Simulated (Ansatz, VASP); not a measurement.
**One calculation of Al5P2, two programs**

```
Al P
1.0
     5.76789    0.00000    0.00000
    -2.88395    4.99514    0.00000
     0.00000    0.00000    3.90988
Al P
5 2
Direct
  0.33333 0.66667 0.00000
  0.66667 0.33333 0.00000
  0.50000 0.00000 0.50000
  0.00000 0.50000 0.50000
  0.50000 0.50000 0.50000
  0.33333 0.66667 0.50000
  0.66667 0.33333 0.50000
```

Alike in both runs: task relaxation of cell and atoms; functional PBE; k mesh 3 × 3 × 4; occupations gaussian, width 0.2 eV; no spin polarisation.

|  | VASP | Ansatz |
| --- | --- | --- |
| version | VASP 6.6.1 | Ansatz 0.2.0 |
| potentials or method | VASP PAW PBE potentials, release 64 (Al, P), cutoff 500 eV | scalar-relativistic, plane waves, PAW |
| valence electrons in the cell | 25 | 25 |

VASP gave:

```
gap on the k mesh at the Fermi level, each at its own relaxed structure (eV) : none
relaxed volume (Å³/atom)                                                     : 42.78
relaxed cell length with the largest relative difference (Å)                 : 8.258
```

Task: What did Ansatz give for the same quantities?

Result: gap on the k mesh at the Fermi level, each at its own relaxed structure (eV): none; relaxed volume (Å³/atom): 41.93; relaxed cell length with the largest relative difference (Å): 8.176.

A gap of «none» marks a metal or a gap that the smearing closes.

The k mesh is coarse, so the values compare programs but aren't converged. Noted on VASP's run: the volume moved by over 15 % at a fixed basis, so the end points are rough.
